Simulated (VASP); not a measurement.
# LiF (P6_3mc) in VASP: further runs, part 2 of 2

VASP 6.6.1. Earlier steps stand in the parts before.

## Step 5: Relaxation of cell and atoms, LDA

This run uses another cell than the first one, of 9.75 Å³/atom.

INCAR

```
SYSTEM = LiF
PREC = Accurate
ENCUT = 600
EDIFF = 1E-6
ISMEAR = 0
SIGMA = 0.02
LREAL = .False.
LASPH = .True.
NELM = 80
ALGO = Normal
ISIF = 3
LWAVE = .False.
LCHARG = .False.
IBRION = 2
NSW = 100
EDIFFG = -0.005
```

KPOINTS

```
Automatic mesh
0
Gamma
  9 9 6
  0 0 0
```

POSCAR

```
LiF
1.0
    3.0609398175      0.0000000000      0.0000000000
   -1.5304699087      2.6508516414      0.0000000000
    0.0000000000      0.0000000000      4.8073245700
Li F
2 2
Direct
    0.3333333300      0.6666666700      0.3811542600
    0.6666666700      0.3333333300      0.8811542600
    0.3333333300      0.6666666700      0.9938437400
    0.6666666700      0.3333333300      0.4938437400
```

Potentials or basis: VASP PAW LDA potentials, release 64 (Li_sv, F).

Started as:

```console
cat potpaw_LDA.64/Li_sv/POTCAR potpaw_LDA.64/F/POTCAR > POTCAR
mpirun -np 1 vasp_std > vasp.out
```

OUTCAR:

```text
SYSTEM = LiF
   PREC = Accurate
   ENCUT = 600
   EDIFF = 1E-6
   ISMEAR = 0
   LREAL = .False.
   LASPH = .True.
   NELM = 80
   ISIF = 3
   IBRION = 2
   NSW = 100
   EDIFFG = -0.005

 ion  position               nearest neighbor table
   1  0.333  0.667  0.381-   4 1.85   4 1.85   4 1.85   3 1.86
   2  0.667  0.333  0.881-   3 1.85   3 1.85   3 1.85   4 1.86
   3  0.333  0.667  0.994-   2 1.85   2 1.85   2 1.85   1 1.86
   4  0.667  0.333  0.494-   1 1.85   1 1.85   1 1.85   2 1.86

  LATTYP: Found a hexagonal cell.
 ALAT       =     3.0609398175
 C/A-ratio  =     1.5705387419

  Lattice vectors:

 A1 = (   3.0609398175,   0.0000000000,   0.0000000000)
 A2 = (  -1.5304699087,   2.6508516414,   0.0000000000)
 A3 = (   0.0000000000,   0.0000000000,   4.8073245700)

Analysis of symmetry for initial positions (statically):
=====================================================================
 Subroutine PRICEL returns:
 Original cell was already a primitive cell.

 Routine SETGRP: Setting up the symmetry group for a
 hexagonal supercell.

 Subroutine GETGRP returns: Found 12 space group operations
 (whereof  6 operations were pure point group operations)
 out of a pool of 24 trial point group operations.

The static configuration has the point symmetry C_3v.
 The point group associated with its full space group is C_6v.

Analysis of symmetry for dynamics (positions and initial velocities):
=====================================================================
 Subroutine PRICEL returns:
 Original cell was already a primitive cell.

 Routine SETGRP: Setting up the symmetry group for a
 hexagonal supercell.

 Subroutine GETGRP returns: Found 12 space group operations
 (whereof  6 operations were pure point group operations)
 out of a pool of 24 trial point group operations.

The dynamic configuration has the point symmetry C_3v.
[... 151 lines left out ...]
  free energy    TOTEN  =       -20.79721415 eV

  energy without entropy =      -20.79721415  energy(sigma->0) =      -20.79721415

------------------------ aborting loop because EDIFF is reached ----------------------------------------

  FORCE on cell =-STRESS in cart. coord.  units (eV):
  Direction    XX          YY          ZZ          XY          YZ          ZX
  --------------------------------------------------------------------------------------
  -------------------------------------------------------------------------------------
  Total       -0.7899409     -0.7899409     -0.8944414     -0.0000000      0.0000000      0.0000000
  in kB      -32.4460269    -32.4460269    -36.7382782     -0.0000000      0.0000000      0.0000000
  external PRESSURE =     -33.8767773 kB  Pullay stress =       0.0000000 kB
[... 95 lines left out ...]
  FREE ENERGIE OF THE ION-ELECTRON SYSTEM (eV)
  ---------------------------------------------------
  free  energy   TOTEN  =       -20.8221327064 eV

  energy  without entropy=      -20.8221327064  energy(sigma->0) =      -20.82213271

[... ionic steps 4 to 8 ...]

--------------------------------------- Ionic step        9  -------------------------------------------

 number of electron      20.0000012 magnetization

------------------------ aborting loop because EDIFF is reached ----------------------------------------
[... 71 lines left out ...]
--------------------------------------- Ionic step       11  -------------------------------------------

 number of electron      20.0000010 magnetization

 Free energy of the ion-electron system (eV)
  ---------------------------------------------------
  ext. energy  EPLUGINS =         0.00000000
  ---------------------------------------------------
  free energy    TOTEN  =       -20.82352420 eV

  energy without entropy =      -20.82352420  energy(sigma->0) =      -20.82352420

 E-fermi :  -2.0922     XC(G=0):  -9.9165

 val. band max:       -2.2989863985   @ k =   0.0000   0.0000   0.0000
 cond. band min:       5.5505767135   @ k =   0.0000   0.0000   0.0000
 fundamental gap:      7.8495631120
 Fermi energy:        -2.0921607541

 k-point     1 :       0.0000    0.0000    0.0000
  band No.  band energies     occupation
      1     -41.4983      2.00000
      2     -41.4261      2.00000
      3     -21.5333      2.00000
      4     -21.2071      2.00000
      5      -4.9100      2.00000
      6      -2.9866      2.00000
      7      -2.9866      2.00000
      8      -2.5761      2.00000
      9      -2.5761      2.00000
     10      -2.2990      2.00000
     11       5.5506      0.00000
     12      10.0364      0.00000
     13      13.5108      0.00000
     14      16.0604      0.00000
[... 377 lines left out ...]
      1     -41.4227      2.00000
      2     -41.4227      2.00000
      3     -21.2870      2.00000
      4     -21.2870      2.00000
      5      -4.7366      2.00000
      6      -3.7573      2.00000
      7      -3.7573      2.00000
      8      -3.6009      2.00000
      9      -2.9488      2.00000
     10      -2.9488      2.00000
     11       9.7062      0.00000
     12      10.8646      0.00000
     13      11.9593      0.00000
     14      11.9593      0.00000

 [... further k-points ...]
[... 5 lines left out ...]
  --------------------------------------------------------------------------------------
  -------------------------------------------------------------------------------------
  Total        0.0020305      0.0020305      0.0031415      0.0000000     -0.0000000      0.0000000
  in kB        0.0887134      0.0887134      0.1372550      0.0000000     -0.0000000      0.0000000
  external PRESSURE =       0.1048940 kB  Pullay stress =       0.0000000 kB
[... 19 lines left out ...]
  FREE ENERGIE OF THE ION-ELECTRON SYSTEM (eV)
  ---------------------------------------------------
  free  energy   TOTEN  =       -20.8235242017 eV

  energy  without entropy=      -20.8235242017  energy(sigma->0) =      -20.82352420

 reached required accuracy - stopping structural energy minimisation
```

OSZICAR:

```text
N       E                     dE             d eps       ncg     rms          rms(c)
DAV:   1     0.139676849059E+03    0.13968E+03   -0.12273E+04  1344   0.169E+03
[... 80 lines left out ...]
       N       E                     dE             d eps       ncg     rms          rms(c)
DAV:   1    -0.208258767699E+02   -0.26450E-02   -0.13643E-01  1344   0.406E+00    0.384E-01
DAV:   2    -0.208239145828E+02    0.19622E-02   -0.58615E-03  1818   0.771E-01    0.153E-01
DAV:   3    -0.208236235835E+02    0.29100E-03   -0.22936E-04  1622   0.176E-01    0.754E-02
DAV:   4    -0.208235234828E+02    0.10010E-03   -0.10891E-04  1794   0.124E-01    0.679E-03
DAV:   5    -0.208235243008E+02   -0.81798E-06   -0.13043E-05  1566   0.347E-02    0.380E-03
DAV:   6    -0.208235242017E+02    0.99059E-07   -0.43303E-07   732   0.728E-03
  11 F= -.20823524E+02 E0= -.20823524E+02  d E =-.497226E-04
```

Wall time 2.5 min (1 thread of Intel Xeon Platinum 8175M at 2.50GHz (Skylake/Cascade Lake), shared host); peak memory 0.15 GiB.

What came out:

```yaml
Free_energy: -20.8235 eV
Relaxed_volume: 9.17 Å³/atom
Relaxed_cell: a = 3.030 Å, b = 3.030 Å, c = 4.613 Å, α = 90.00°, β = 90.00°, γ = 120.00°
Space_group_after_relaxing_to_0.1_Å: P6_3mc (No. 186)
Energy_gained_by_relaxing: 6.6 meV/atom
Ionic_steps: 11
Pressure_after_relaxing: 0.0 GPa
Band_gap_on_the_k_mesh: 7.85 eV
```

Step by step:
| step | energy change (eV) | largest force (eV/Å) | pressure (GPa) | volume (Å³) |
| --- | --- | --- | --- | --- |
| 1 | 0.0000 | 0.0087 | -3.39 | 39.01 |
| 2 | -0.0188 | 0.0030 | -1.76 | 37.85 |
| 3 | -0.0249 | 0.0154 | -0.15 | 36.87 |
| 4 | -0.0250 | 0.0168 | 0.00 | 36.78 |
| 5 | -0.0250 | 0.0173 | 0.08 | 36.73 |
| 6 | -0.0251 | 0.0156 | 0.08 | 36.73 |
| 7 | -0.0254 | 0.0110 | 0.09 | 36.71 |
| 8 | -0.0259 | 0.0028 | 0.09 | 36.69 |
| 9 | -0.0263 | 0.0090 | 0.08 | 36.63 |
| 10 | -0.0260 | 0.0265 | -0.21 | 36.77 |
| 11 | -0.0263 | 0.0009 | 0.01 | 36.67 |

Final structure:
```
Li F
1.0
     3.02961    0.00000    0.00000
    -1.51481    2.62372    0.00000
     0.00000    0.00000    4.61339
Li F
2 2
Direct
  0.33333 0.66667 0.38554
  0.66667 0.33333 0.88555
  0.33333 0.66667 0.98945
  0.66667 0.33333 0.48945
```

Caveat: the cutoff is under 1.25 times the usual one of these potentials, so pressure, stress and relaxed cells hold a basis-set (Pulay) error; an odd mesh through Γ misses points on the zone boundary, where band edges can lie.

## Step 6: The runs side by side

```csv
task,cell,cutoff (eV),smearing,gap on the mesh (eV)
single point,"a = 3.030, b = 3.030, c = 4.659 Å, angles 90.0, 90.0, 120.0°, 4 atoms, atomic positions A",520,gaussian 0.02 eV,7.82
single point,"a = 3.030, b = 3.030, c = 4.659 Å, angles 90.0, 90.0, 120.0°, 4 atoms, atomic positions A",520,gaussian 0.05 eV,7.82
relaxation of cell and atoms,"relaxed from a = 3.061, b = 3.061, c = 4.807 Å, angles 90.0, 90.0, 120.0°, 4 atoms, atomic positions B",600,gaussian 0.02 eV,7.85
```

Alike in all rows: level LDA; potentials or basis VASP PAW LDA potentials, release 64 (Li_sv, F); no spin polarisation; k mesh 9 × 9 × 6.

Caveats: the cutoff is under 1.25 times the usual one of these potentials, so pressure, stress and relaxed cells hold a basis-set (Pulay) error; an odd mesh through Γ misses points on the zone boundary, where band edges can lie.

Total energies depend on the potentials used, so only differences within one code and one set of settings carry meaning.
